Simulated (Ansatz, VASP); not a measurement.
# Sn2PW3 in VASP and in Ansatz

```
Sn P W
1.0
     5.45773    0.00000    0.00000
    -2.72886    4.72653    0.00000
     0.00000    0.00000    4.72821
Sn P W
2 1 3
Direct
  0.66667 0.33333 0.00000
  0.33333 0.66667 0.00000
  0.00000 0.00000 0.00000
  0.50000 0.50000 0.50000
  0.50000 0.00000 0.50000
  0.00000 0.50000 0.50000
```

Change from the starting cell: species swapped into the LaNi2Rh3 type (P6/mmm, No. 191).

Alike in both runs: functional PBE; k mesh 6 × 6 × 4; occupations gaussian, width 0.1 eV; no spin polarisation.

Ansatz relaxed the structure, and its values are those at the end. VASP's run is a single point on that final structure, the one shown.

|  | VASP | Ansatz |
| --- | --- | --- |
| version | VASP 6.6.1 | Ansatz 0.2.0 |
| potentials or method | VASP PAW PBE potentials, release 64 (Sn_d, P, W_sv), cutoff 520 eV | scalar-relativistic, plane waves, PAW |
| valence electrons in the cell | 75 | 75 |

```tsv
	VASP	Ansatz	Ansatz less VASP
gap on the k mesh at the Fermi level (eV)	none	none	-
pressure (GPa)	0.0	-0.1	-0.11
```

A gap of «none» marks a metal or a gap that the smearing closes. The functional is the same, so the differences come from potentials, cutoffs and numerics.

Spin-orbit coupling is off throughout.
